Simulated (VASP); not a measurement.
# SnO (P4/nmm) in VASP: notebook

SnO is run at these levels: PBE+D3(BJ), r2SCAN; tasks: single point.

All numbers are computed with VASP 6.6.1; they aren't measurements. Logs are shortened: lines on timing, memory, paths and dates and some standing lists are left out, and cuts for length are marked.

## (1) The cell of the first run

The structure is tetragonal, space group P4/nmm (No. 129). The conventional cell has a = 3.868 Å, b = 3.868 Å, c = 5.074 Å, α = 90.00°, β = 90.00°, γ = 90.00°. Within 3.0 Å of Sn (site symmetry 4mm) lie 4 O at 2.25 Å. O (site symmetry -4m2) has 4 Sn at 2.25 Å and 4 O at 2.74 Å within 3.0 Å.

## (2) Single point, PBE+D3(BJ)

Input file INCAR:

```
SYSTEM = SnO
PREC = Accurate
ENCUT = 600
EDIFF = 1E-6
ISMEAR = 0
SIGMA = 0.01
LREAL = .False.
LASPH = .True.
NELM = 120
ALGO = Normal
ISIF = 2
LWAVE = .False.
LCHARG = .True.
GGA = PE
IVDW = 12
LELF = .True.
LVHAR = .True.
NBANDS = 28
GGA_COMPAT = .False.
```

Input file KPOINTS:

```
Automatic mesh
0
Gamma
  10 10 8
  0 0 0
```

Input file POSCAR:

```
SnO
1.0
    3.8679333334      0.0000000000      0.0000000000
    0.0000000000      3.8679333334      0.0000000000
    0.0000000000      0.0000000000      5.0735697201
Sn O
2 2
Direct
    0.0000000000      0.5000000000      0.2284938125
    0.5000000000      0.0000000000      0.7715061875
    0.0000000000      0.0000000000      0.0000000000
    0.5000000000      0.5000000000      0.0000000000
```

Potentials or basis: VASP PAW PBE potentials, release 64 (Sn_d, O).

Command:

```sh
> cat potpaw_PBE.64/Sn_d/POTCAR potpaw_PBE.64/O/POTCAR > POTCAR
> mpirun -np 1 vasp_std > vasp.out
```

OUTCAR:

```text
SYSTEM = SnO
   PREC = Accurate
   ENCUT = 600
   EDIFF = 1E-6
   ISMEAR = 0
   LREAL = .False.
   LASPH = .True.
   NELM = 120
   ISIF = 2
   GGA = PE
   IVDW = 12
 IVDW          = 12

 ion  position               nearest neighbor table
   1  0.000  0.500  0.228-   3 2.25   4 2.25   3 2.25   4 2.25   2 3.59   2 3.59   2 3.59   2 3.59

   2  0.500  0.000  0.772-   3 2.25   4 2.25   4 2.25   3 2.25   1 3.59   1 3.59   1 3.59   1 3.59

   3  0.000  0.000  0.000-   1 2.25   2 2.25   1 2.25   2 2.25
   4  0.500  0.500  0.000-   1 2.25   2 2.25   2 2.25   1 2.25

  LATTYP: Found a simple tetragonal cell.
 ALAT       =     3.8679333334
 C/A-ratio  =     1.3117004050

  Lattice vectors:

 A1 = (   3.8679333334,   0.0000000000,   0.0000000000)
 A2 = (   0.0000000000,   3.8679333334,   0.0000000000)
 A3 = (   0.0000000000,   0.0000000000,   5.0735697201)

Analysis of symmetry for initial positions (statically):
=====================================================================
 Subroutine PRICEL returns:
 Original cell was already a primitive cell.

 Routine SETGRP: Setting up the symmetry group for a
 simple tetragonal supercell.

 Subroutine GETGRP returns: Found 16 space group operations
 (whereof  8 operations were pure point group operations)
 out of a pool of 16 trial point group operations.

The static configuration has the point symmetry D_2d.
 The point group associated with its full space group is D_4h.

Analysis of symmetry for dynamics (positions and initial velocities):
=====================================================================
 Subroutine PRICEL returns:
 Original cell was already a primitive cell.

 Routine SETGRP: Setting up the symmetry group for a
 simple tetragonal supercell.

 Subroutine GETGRP returns: Found 16 space group operations
 (whereof  8 operations were pure point group operations)
 out of a pool of 16 trial point group operations.

The dynamic configuration has the point symmetry D_2d.
 The point group associated with its full space group is D_4h.

 Subroutine INISYM returns: Found 16 space group operations
 (whereof  8 operations are pure point group operations),
 and found     1 'primitive' translations

----------------------------------------------------------------------------------------

                                     Primitive cell

  volume of cell :      75.9052

  direct lattice vectors                    reciprocal lattice vectors
     3.867933333  0.000000000  0.000000000     0.258535997  0.000000000  0.000000000
     0.000000000  3.867933333  0.000000000     0.000000000  0.258535997  0.000000000
     0.000000000  0.000000000  5.073569720     0.000000000  0.000000000  0.197099883

  length of vectors
[... 91 lines left out ...]
   NFREE  =      0    steps in history (QN), initial steepest desc. (CG)
   ISIF   =      2    stress and relaxation
   ISYM   =      2    0-nonsym 1-usesym 2-fastsym
   POTIM  = 0.5000    time-step for ionic-motion
   TEBEG  =    0.0;   TEEND  =   0.0 temperature during run
   PSTRESS=    0.0 pullay stress
   NELECT =      40.0000    total number of electrons
   NUPDOWN=      -1.0000    fix difference up-down
   EMIN   =  10.00;   EMAX   =-10.00  energy-range for DOS
   EFERMI =   0.00;   METHOD = LEGACY
   ISMEAR =     0;   SIGMA  =   0.01  broadening in eV -4-tet -1-fermi 0-gaus
   EFERMI_NEDOS =   21; number of points for ismear=-14 and -15
   IALGO  =     38    algorithm
   IMIX   =      4    mixing-type and parameters
     AMIX     =   0.40;   BMIX     =  1.00
     AMIX_MAG =   1.60;   BMIX_MAG =  1.00
  volume/ion in A,a.u.               =      18.98       128.06
  Fermi-wavevector in a.u.,A,eV,Ry     =   1.322323  2.498829 23.790314  1.748539
  Thomas-Fermi vector in A             =   2.452013
   LORBIT       =      0    0 simple, 1 ext, 2 COOP (PROOUT), +10 PAW based schemes
   GGA     = PE    functional components
   LHFCALC =     F    Hartree Fock is set to
   AEXX    =    0.0000 exact exchange contribution
   IVDW    =    12    specifies the selected vdW correction
   LEPSILON=     F    determine dielectric tensor
   LRPA    =     F    only Hartree local field effects (RPA)
 non-spin polarized calculation
 Gauss-broadening in eV      SIGMA  =   0.01
  energy-cutoff  :      600.00
  volume of cell :       75.91
 maximum number of plane-waves:      2560
 NGX is ok and might be reduce to    32
   NGX = 15   NGY = 15   NGZ = 21

 number of electron      39.9999994 magnetization

 Free energy of the ion-electron system (eV)
  ---------------------------------------------------
  ext. energy  EPLUGINS =         0.00000000
  ---------------------------------------------------
  free energy    TOTEN  =       -22.73048434 eV

  energy without entropy =      -22.73048434  energy(sigma->0) =      -22.73048434

 E-fermi :   6.1938     XC(G=0):  -9.8146

 val. band max:        6.1200626593   @ k =   0.1000   0.0000   0.0000
 cond. band min:       6.6339539153   @ k =   0.5000   0.5000   0.0000
 fundamental gap:      0.5138912561
 Fermi energy:         6.1938254149

 k-point     1 :       0.0000    0.0000    0.0000
  band No.  band energies     occupation
      1     -15.6199      2.00000
      2     -15.2562      2.00000
      3     -15.2509      2.00000
      4     -15.2509      2.00000
      5     -15.2216      2.00000
      6     -15.2069      2.00000
[... 733 lines left out ...]
     27      13.5392      0.00000
     28      15.7771      0.00000

 [... further k-points ...]

------------------------ aborting loop because EDIFF is reached ----------------------------------------

 Edisp (eV)   -0.86553

 E8    (eV) :    -0.3758

  FORCE on cell =-STRESS in cart. coord.  units (eV):
  Direction    XX          YY          ZZ          XY          YZ          ZX
  --------------------------------------------------------------------------------------
  -------------------------------------------------------------------------------------
  Total      -0.80822    -0.80822    -0.78216     0.00000    -0.00000     0.00000
  in kB     -17.05957   -17.05957   -16.50945     0.00000    -0.00000     0.00000
  external pressure =      -16.88 kB  Pullay stress =        0.00 kB

 VOLUME and BASIS-vectors are now :
 -----------------------------------------------------------------------------
  energy-cutoff  :      600.00
  volume of cell :       75.91
      direct lattice vectors                 reciprocal lattice vectors
     3.867933333  0.000000000  0.000000000     0.258535997  0.000000000  0.000000000
     0.000000000  3.867933333  0.000000000     0.000000000  0.258535997  0.000000000
     0.000000000  0.000000000  5.073569720     0.000000000  0.000000000  0.197099883

 POSITION                                       TOTAL-FORCE (eV/Angst)
 -----------------------------------------------------------------------------------
      0.00000      1.93397      1.15928        -0.000000      0.000000      0.090793
      1.93397      0.00000      3.91429         0.000000      0.000000     -0.090793
      0.00000      0.00000      0.00000        -0.000000      0.000000      0.000000
      1.93397      1.93397      0.00000        -0.000000     -0.000000      0.000000
 -----------------------------------------------------------------------------------
    total drift:                                0.000000     -0.000000     -0.000000

  FREE ENERGIE OF THE ION-ELECTRON SYSTEM (eV)
  ---------------------------------------------------
  free  energy   TOTEN  =       -23.5960096891 eV

  energy  without entropy=      -23.5960096891  energy(sigma->0) =      -23.59600969
```

OSZICAR:

```text
N       E                     dE             d eps       ncg     rms          rms(c)
DAV:   1     0.439916811386E+03    0.43992E+03   -0.21480E+04  6016   0.232E+03
DAV:   2     0.431406040826E+02   -0.39678E+03   -0.38094E+03  6092   0.566E+02
DAV:   3    -0.229164884689E+02   -0.66057E+02   -0.64557E+02  6672   0.188E+02
DAV:   4    -0.264636500492E+02   -0.35472E+01   -0.35242E+01  6704   0.460E+01
DAV:   5    -0.265482912806E+02   -0.84641E-01   -0.84627E-01  6324   0.772E+00    0.117E+01
DAV:   6    -0.227867324702E+02    0.37616E+01   -0.18094E+01  9472   0.457E+01    0.511E+00
DAV:   7    -0.227516867824E+02    0.35046E-01   -0.22293E+00  6968   0.883E+00    0.251E+00
DAV:   8    -0.227371938001E+02    0.14493E-01   -0.31456E-01  7292   0.369E+00    0.815E-01
DAV:   9    -0.227293524814E+02    0.78413E-02   -0.50880E-02  9432   0.216E+00    0.252E-01
DAV:  10    -0.227309491643E+02   -0.15967E-02   -0.84825E-03  7776   0.808E-01    0.165E-01
DAV:  11    -0.227304502157E+02    0.49895E-03   -0.28085E-03  8888   0.461E-01    0.253E-02
DAV:  12    -0.227304885452E+02   -0.38330E-04   -0.32039E-04  6136   0.107E-01    0.342E-02
DAV:  13    -0.227304843334E+02    0.42118E-05   -0.42094E-05  7428   0.553E-02    0.313E-03
DAV:  14    -0.227304843395E+02   -0.60427E-08   -0.38539E-06  6496   0.123E-02
   1 F= -.23596010E+02 E0= -.23596010E+02  d E =-.766968E-28
```

stdout:

```text
POSCAR found type information on POSCAR SnO
 POSCAR found :  2 types and       4 ions
 scaLAPACK will be used
 LDA part: xc-table for (Slater+PW92), standard interpolation
 POSCAR, INCAR and KPOINTS ok, starting setup
 FFT: planning ... GRIDC
 FFT: planning ... GRID_SOFT
 FFT: planning ... GRID
 WAVECAR not read
 entering main loop
```

Wall time 4.4 min (1 thread of Intel Xeon 8259CL, shared host); peak memory 0.37 GiB.

What came out:

```yaml
Free_energy: -23.5960 eV
Pressure: -1.7 GPa
Largest_force: 0.091 eV/Å
Band_gap_on_the_k_mesh: 0.51 eV, indirect (least direct gap 1.91 eV)
Dispersion_energy_per_atom: -0.216 eV
```

Forces on the atoms (eV/Å):
```
Sn   0.000  0.000  0.091
Sn   0.000  0.000 -0.091
O    0.000  0.000  0.000
O    0.000  0.000  0.000
```

Levels at points of the mesh, in eV from the valence-band top:
```tsv
k point	band 16	band 17	band 18	band 19	band 20	band 21	band 22	band 23	band 24	band 25
(0.00, 0.00, 0.00)	-5.82	-3.15	-2.88	-2.88	0.00	1.91	4.06	4.93	4.93	5.52
(0.50, 0.00, 0.00)	-4.62	-4.47	-4.47	-2.33	-2.33	3.03	3.03	5.68	5.68	5.94
(0.50, 0.50, 0.00)	-4.75	-2.24	-2.24	-1.74	-1.74	0.51	0.51	4.56	4.56	6.78
(0.00, 0.00, 0.50)	-3.41	-3.20	-2.89	-2.89	-1.94	1.72	3.32	3.32	3.76	7.69
(0.50, 0.00, 0.50)	-5.00	-4.44	-4.44	-1.53	-1.53	2.47	2.47	5.57	5.57	6.37
(0.50, 0.50, 0.50)	-5.08	-2.34	-2.34	-2.24	-2.24	2.62	2.62	3.74	3.74	5.51
```

Caveat: three body term missing; spin-orbit coupling is left out, which moves the levels of the heavy elements. Expect the measured gap to be larger: semilocal functionals such as PBE lack the derivative discontinuity.

## (3) Single point, r2SCAN

Input file POSCAR:

```
SnO
1.0
    3.8677643025      0.0000000000      0.0000000000
    0.0000000000      3.8677643025      0.0000000000
    0.0000000000      0.0000000000      5.0699830525
Sn O
2 2
Direct
    0.0000000000      0.5000000000      0.2287087015
    0.5000000000      0.0000000000      0.7712912985
    0.0000000000      0.0000000000      0.0000000000
    0.5000000000      0.5000000000      0.0000000000
```

Input file INCAR.step1:

```
  PREC = Accurate
  ENCUT = 660
  ISMEAR = 0
  SIGMA = 0.02
  LREAL = False
  LASPH = True
  NELM = 120
  NBANDS = 28
  GGA = PE
  ALGO = Normal
  EDIFF = 1E-5
  LWAVE = True
  LCHARG = False
  GGA_COMPAT = False
```

Input file INCAR.step2:

```
  PREC = Accurate
  ENCUT = 660
  EDIFF = 1E-6
  ISMEAR = 0
  SIGMA = 0.02
  LREAL = False
  LASPH = True
  NELM = 120
  ALGO = Normal
  ISIF = 2
  LWAVE = False
  LCHARG = False
  METAGGA = R2SCAN
  LMIXTAU = True
  NBANDS = 28
  ISTART = 1
  GGA_COMPAT = False
```

Input file KPOINTS:

```
Automatic mesh
0
Gamma
  10 10 8
```

Potentials or basis: VASP PAW PBE potentials, release 64 (Sn_d, O).

Command:

```sh
> cat potpaw_PBE.64/Sn_d/POTCAR potpaw_PBE.64/O/POTCAR > POTCAR
> cp INCAR.step1 INCAR
> mpirun -np 1 vasp_std > vasp.out
> cp INCAR.step2 INCAR
> mpirun -np 1 vasp_std > vasp.out
```

Run time: 19 min. Hardware: 1 thread of Intel Xeon 8259CL, shared host; peak memory 0.39 GiB.

The run converged. Its results:

```yaml
Free_energy: -66.8892 eV
Pressure: -3.4 GPa
Largest_force: 0.377 eV/Å
Band_gap_on_the_k_mesh: 0.68 eV, indirect (least direct gap 2.26 eV)
```

Forces on the atoms (eV/Å):
```
Sn   0.000  0.000 -0.377
Sn   0.000  0.000  0.377
O    0.000  0.000  0.000
O    0.000  0.000  0.000
```

Stress tensor (GPa, compression positive):
```
-3.79  0.00  0.00
 0.00 -3.79  0.00
 0.00  0.00 -2.62
```

Levels at points of the mesh, in eV from the valence-band top:
```tsv
k point	band 18	band 19	band 20	band 21	band 22	band 23
(0.00, 0.00, 0.00)	-3.20	-3.20	0.00	2.26	4.32	5.16
(0.50, 0.00, 0.00)	-4.80	-2.53	-2.53	3.32	3.32	6.05
(0.50, 0.50, 0.00)	-2.55	-1.91	-1.91	0.68	0.68	4.87
(0.00, 0.00, 0.50)	-3.21	-3.21	-2.17	2.05	3.53	3.53
(0.50, 0.00, 0.50)	-4.78	-1.73	-1.73	2.70	2.70	5.86
(0.50, 0.50, 0.50)	-2.55	-2.52	-2.52	2.80	2.80	4.08
```

Caveat: the PAW data sets were made with another functional, which shifts forces and pressure a little; spin-orbit coupling is left out, which moves the levels of the heavy elements.
